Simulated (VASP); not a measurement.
A run of VASP 6.6.1:

The input POSCAR:

```
TiRe
1.0
    3.1180000000      0.0000000000      0.0000000000
    0.0000000000      3.1180000000      0.0000000000
    0.0000000000      0.0000000000      3.1180000000
Ti Re
1 1
Direct
    0.5000000000      0.5000000000      0.5000000000
    0.0000000000      0.0000000000      0.0000000000
```

INCAR.step1

```
SYSTEM = TiRe
PREC = Accurate
ENCUT = 660
ISMEAR = -1
SIGMA = 0.1
LREAL = .FALSE.
LASPH = .TRUE.
NELM = 120
NBANDS = 16
GGA = PE
ALGO = Normal
EDIFF = 1E-5
LWAVE = .TRUE.
LCHARG = .FALSE.
GGA_COMPAT = .FALSE.
```

Contents of INCAR.step2:

```
SYSTEM = TiRe
PREC = Accurate
ENCUT = 660
EDIFF = 1E-6
ISMEAR = -1
SIGMA = 0.1
LREAL = .FALSE.
LASPH = .TRUE.
NELM = 120
ALGO = Normal
ISIF = 2
LWAVE = .FALSE.
LCHARG = .TRUE.
METAGGA = R2SCAN
LMIXTAU = .TRUE.
LELF = .TRUE.
LVHAR = .TRUE.
NBANDS = 16
ISTART = 1
GGA_COMPAT = .FALSE.
```

Contents of KPOINTS:

```
Automatic mesh
0
G
  3 3 3
  0 0 0
```

Potentials or basis: VASP PAW PBE potentials, release 64 (Ti_sv, Re).

Launch:

```console
$ cat potpaw_PBE.64/Ti_sv/POTCAR potpaw_PBE.64/Re/POTCAR > POTCAR
$ cp INCAR.step1 INCAR
$ mpirun -np 1 vasp_std > vasp.out
$ cp INCAR.step2 INCAR
$ mpirun -np 1 vasp_std > vasp.out
```

Hardware: 1 thread of Intel(R) Xeon(R) Platinum 8488C (Sapphire Rapids), on a shared host.

Task: How long does it take, and how much memory?

Result: Run time: 18 s on 1 thread of Intel(R) Xeon(R) Platinum 8488C (Sapphire Rapids), with other jobs on the host, peak memory 0.16 GiB. Counts: k points 4.
